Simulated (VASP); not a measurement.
# Ir4Rh in VASP: single point with PBE

Aim: the single point of Ir4Rh with PBE.

All numbers are computed with VASP 6.6.1; they aren't measurements. Logs are shortened: lines on timing, memory, paths and dates and some standing lists are left out, and cuts for length are marked.

### 1 The cell of the first run

The typed cell holds 10 atoms: a = 4.447 Å, b = 4.747 Å, c = 7.250 Å, α = 109.09°, β = 90.00°, γ = 90.00°.

### 2 Single point, PBE

Input file INCAR:

```
  PREC = Accurate
  ENCUT = 520
  EDIFF = 1E-6
  ISMEAR = 0
  SIGMA = 0.2
  LREAL = False
  LASPH = True
  NELM = 80
  ALGO = Fast
  ISIF = 2
  LWAVE = False
  LCHARG = False
  GGA = PE
  NBANDS = 62
```

Input file KPOINTS:

```
Automatic mesh
0
Gamma
  6 6 6
```

Input file POSCAR:

```
Ir4Rh
1.0
    0.0001348708     -0.0001491017     -4.4474859052
    0.0008208417      4.7471968834      0.0000732089
    6.8505176047     -2.3723600529     -0.0002357467
Ir Rh
8 2
Direct
    0.2499681264      0.5342798779      0.3995502420
    0.2500229346      0.7335475484      0.8002990723
    0.2500394042      0.9331663188      0.1995982247
    0.2499898445      0.1347258262      0.6003665510
    0.7499642481      0.4656996255      0.6004531351
    0.7499821512      0.8652910844      0.3996355586
    0.7500007572      0.0668330692      0.8003928441
    0.7499762930      0.2664645695      0.1997067798
    0.2499850517      0.3321802057     -0.0000226082
    0.7500711889      0.6678118744      0.0000202005
```

Potentials or basis: VASP PAW PBE potentials, release 64 (Ir, Rh_pv).

The run is started by

```
> cat potpaw_PBE.64/Ir/POTCAR potpaw_PBE.64/Rh_pv/POTCAR > POTCAR
> mpirun -np 1 vasp_std > vasp.out
```

OUTCAR:

```text
PREC = Accurate
   ENCUT = 520
   EDIFF = 1E-6
   ISMEAR = 0
   LREAL = False
   LASPH = True
   NELM = 80
   ISIF = 2
   GGA = PE

 ion  position               nearest neighbor table
   1  0.250  0.534  0.400-   6 2.72   6 2.72   8 2.73   8 2.73   5 2.74   3 2.74   5 2.74   9 2.74
                             4 2.74   4 2.74   2 2.75   3 2.75
   2  0.250  0.734  0.800-  10 2.73  10 2.73   7 2.73   7 2.73   5 2.73   5 2.73   9 2.74   3 2.74
                             4 2.74   9 2.74   4 2.74   1 2.75
   3  0.250  0.933  0.200-  10 2.73  10 2.73   8 2.73   8 2.73   6 2.73   6 2.73   9 2.73   1 2.74
                             2 2.74   9 2.74   1 2.75   4 2.75
   4  0.250  0.135  0.600-   5 2.72   5 2.72   7 2.73   7 2.73   6 2.74   6 2.74   2 2.74   9 2.74
                             1 2.74   1 2.74   2 2.74   3 2.75
   5  0.750  0.466  0.600-   4 2.72   4 2.72   2 2.73   2 2.73   7 2.74   1 2.74   1 2.74  10 2.74
                             6 2.74   6 2.74   8 2.75   7 2.75
   6  0.750  0.865  0.400-   1 2.72   1 2.72   3 2.73   3 2.73   4 2.74   4 2.74   8 2.74  10 2.74
                             5 2.74   5 2.74   8 2.74   7 2.75
   7  0.750  0.067  0.800-   9 2.73   9 2.73   2 2.73   2 2.73   4 2.73   4 2.73  10 2.73   5 2.74
                             8 2.74  10 2.74   6 2.75   5 2.75
   8  0.750  0.266  0.200-   9 2.73   9 2.73   3 2.73   3 2.73   1 2.73   1 2.73  10 2.74   7 2.74
                             6 2.74  10 2.74   6 2.74   5 2.75
   9  0.250  0.332  1.000-   7 2.73   7 2.73   8 2.73   8 2.73   3 2.73   2 2.74  10 2.74  10 2.74
                             1 2.74   4 2.74   2 2.74   3 2.74
  10  0.750  0.668  0.000-   3 2.73   2 2.73   3 2.73   2 2.73   7 2.73   8 2.74   9 2.74   9 2.74
                             5 2.74   6 2.74   8 2.74   7 2.74

  LATTYP: Found a triclinic cell.
 ALAT       =     6.5049168516
 B/A-ratio  =     0.6837114157
 C/A-ratio  =     1.1147343520
 COS(alpha) =     0.0000400882
 COS(beta)  =     0.2391566720
 COS(gamma) =     0.6836756991

  Lattice vectors:

 A1 = (  -0.0009557125,  -4.7470477817,   4.4474126963)
 A2 = (  -0.0001348708,   0.0001491017,   4.4474859052)
 A3 = (  -6.8513384464,  -2.3748368305,   0.0001625378)

Analysis of symmetry for initial positions (statically):
=====================================================================
 Subroutine PRICEL returns:
 Original cell was already a primitive cell.

 Routine SETGRP: Setting up the symmetry group for a
 triclinic supercell.

 Subroutine GETGRP returns: Found  1 space group operations
 (whereof  1 operations were pure point group operations)
 out of a pool of  2 trial point group operations.

The static configuration has the point symmetry C_1 .

Analysis of symmetry for dynamics (positions and initial velocities):
[... 137 lines left out ...]
   PSTRESS=    0.0 pullay stress
   NELECT =     102.0000    total number of electrons
   NUPDOWN=      -1.0000    fix difference up-down
   EMIN   =  10.00;   EMAX   =-10.00  energy-range for DOS
   EFERMI =   0.00;   METHOD = LEGACY
   ISMEAR =     0;   SIGMA  =   0.20  broadening in eV -4-tet -1-fermi 0-gaus
   EFERMI_NEDOS =   21; number of points for ismear=-14 and -15
   IALGO  =     68    algorithm
   IMIX   =      4    mixing-type and parameters
     AMIX     =   0.40;   BMIX     =  1.00
     AMIX_MAG =   1.60;   BMIX_MAG =  1.00
  volume/ion in A,a.u.               =      14.46        97.61
  Fermi-wavevector in a.u.,A,eV,Ry     =   1.457162  2.753637 28.889535  2.123321
  Thomas-Fermi vector in A             =   2.573996
   LORBIT       =      0    0 simple, 1 ext, 2 COOP (PROOUT), +10 PAW based schemes
   GGA     = PE    functional components
   LHFCALC =     F    Hartree Fock is set to
   AEXX    =    0.0000 exact exchange contribution
   IVDW    =     0    specifies the selected vdW correction
   LEPSILON=     F    determine dielectric tensor
   LRPA    =     F    only Hartree local field effects (RPA)
 non-spin polarized calculation
 RMM-DIIS sequential band-by-band and
 Gauss-broadening in eV      SIGMA  =   0.20
  energy-cutoff  :      520.00
  volume of cell :      144.64
 maximum number of plane-waves:      3921
 NGX is ok and might be reduce to    36
   NGX = 17   NGY = 17   NGZ = 27

 number of electron     101.9999995 magnetization

 Free energy of the ion-electron system (eV)
  ---------------------------------------------------
  ext. energy  EPLUGINS =         0.00000000
  ---------------------------------------------------
  free energy    TOTEN  =       -84.94174311 eV

  energy without entropy =      -84.66936988  energy(sigma->0) =      -84.80555650

 E-fermi :  10.3103     XC(G=0): -13.8298

 val. band max:       10.3080363748   @ k =   0.1667   0.5000  -0.0000
 cond. band min:      10.3206897687   @ k =   0.0000   0.0000   0.0000
 fundamental gap:      0.0126533939
 Fermi energy:        10.3102674204

 k-point     1 :       0.0000    0.0000    0.0000
  band No.  band energies     occupation
      1     -36.6581      2.00000
      2     -36.5941      2.00000
      3     -36.5912      2.00000
      4     -36.5584      2.00000
      5     -36.5027      2.00000
      6     -36.4540      2.00000
[... 1549 lines left out ...]
     61      12.7750      0.00000
     62      13.5545      0.00000

 [... further k-points ...]
[... 5 lines left out ...]
  --------------------------------------------------------------------------------------
  -------------------------------------------------------------------------------------
  Total        0.3517428      0.3470837      0.3512364     -0.0573501     -0.0036492      0.0045582
  in kB        3.8961404      3.8445330      3.8905312     -0.6352478     -0.0404207      0.0504898
  external PRESSURE =       3.8770682 kB  Pullay stress =       0.0000000 kB

 VOLUME and BASIS-vectors are now :
 -----------------------------------------------------------------------------
  energy-cutoff  :      520.00
  volume of cell :      144.64
      direct lattice vectors                 reciprocal lattice vectors
     0.000134871 -0.000149102 -4.447485905    -0.000006536  0.000003469 -0.224846132
     0.000820842  4.747196883  0.000073209     0.072944738  0.210638014 -0.000004850
     6.850517605 -2.372360053 -0.000235747     0.145965631 -0.000025239  0.000004427

 POSITION                                       TOTAL-FORCE (eV/Angst)
 -----------------------------------------------------------------------------------
      2.73760      1.58842     -1.11178        -0.005167     -0.000594     -0.000485
      5.48310      1.58366     -1.11211         0.019158     -0.015117      0.000625
      1.36815      3.95637     -1.11203        -0.013058     -0.013248      0.001754
      4.11297     -0.78475     -1.11196         0.010076     -0.003622      0.000418
      4.11390      0.78616     -3.33556         0.005118      0.002655     -0.001774
      2.73852      3.15952     -3.33557        -0.010411      0.002169     -0.000907
      5.48326     -1.58166     -3.33580         0.013808      0.012727      0.000107
      1.36841      0.79107     -3.33554        -0.019793      0.014617     -0.001080
      6.85067     -0.79542     -1.11202         0.000155      0.016357     -0.001306
      0.00079      3.17007     -3.33588         0.000113     -0.015943      0.002647
 -----------------------------------------------------------------------------------
    total drift:                               -0.000039     -0.000006     -0.000007

  FREE ENERGIE OF THE ION-ELECTRON SYSTEM (eV)
  ---------------------------------------------------
  free  energy   TOTEN  =       -84.9417431124 eV

  energy  without entropy=      -84.6693698826  energy(sigma->0) =      -84.80555650
```

It took 13 min on 1 thread of Intel Xeon 6975P-C (Granite Rapids), shared host; peak memory 0.78 GiB.

What came out:

| Quantity | Value |
| --- | --- |
| Free energy | -84.9417 eV |
| Pressure | 0.4 GPa |
| Largest force | 0.025 eV/Å |
| Band gap on the k mesh | zero (bands 51 and 52 overlap by 0.67 eV) |

Forces on the atoms (eV/Å):
```
Ir  -0.005 -0.001  0.000
Ir   0.019 -0.015  0.001
Ir  -0.013 -0.013  0.002
Ir   0.010 -0.004  0.000
Ir   0.005  0.003 -0.002
Ir  -0.010  0.002 -0.001
Ir   0.014  0.013  0.000
Ir  -0.020  0.015 -0.001
Rh   0.000  0.016 -0.001
Rh   0.000 -0.016  0.003
```

Stress tensor (GPa, compression positive):
```
 0.39 -0.06  0.01
-0.06  0.38  0.00
 0.01  0.00  0.39
```

Levels at points of the mesh, in eV from the Fermi level:
| k point | band 49 | band 50 | band 51 | band 52 | band 53 | band 54 |
| --- | --- | --- | --- | --- | --- | --- |
| (0.00, 0.00, 0.00) | -0.01 | 0.01 | 0.14 | 0.23 | 0.36 | 0.43 |
| (0.50, 0.00, 0.00) | -0.44 | -0.44 | 0.31 | 0.31 | 0.54 | 0.54 |
| (0.00, 0.50, 0.00) | -0.73 | -0.18 | -0.14 | 0.50 | 0.57 | 0.59 |
| (0.50, 0.50, 0.00) | -0.20 | -0.20 | 0.38 | 0.38 | 0.42 | 0.42 |
| (0.00, 0.00, 0.50) | -0.34 | 0.15 | 0.23 | 0.32 | 0.45 | 0.52 |
| (0.50, 0.00, 0.50) | -0.52 | -0.52 | -0.04 | -0.04 | 0.08 | 0.08 |
| (0.00, 0.50, 0.50) | -0.73 | -0.18 | -0.14 | 0.50 | 0.57 | 0.59 |
| (0.50, 0.50, 0.50) | -0.20 | -0.20 | 0.38 | 0.38 | 0.42 | 0.42 |

Caveat: spin-orbit coupling is left out, which moves the levels of the heavy elements.
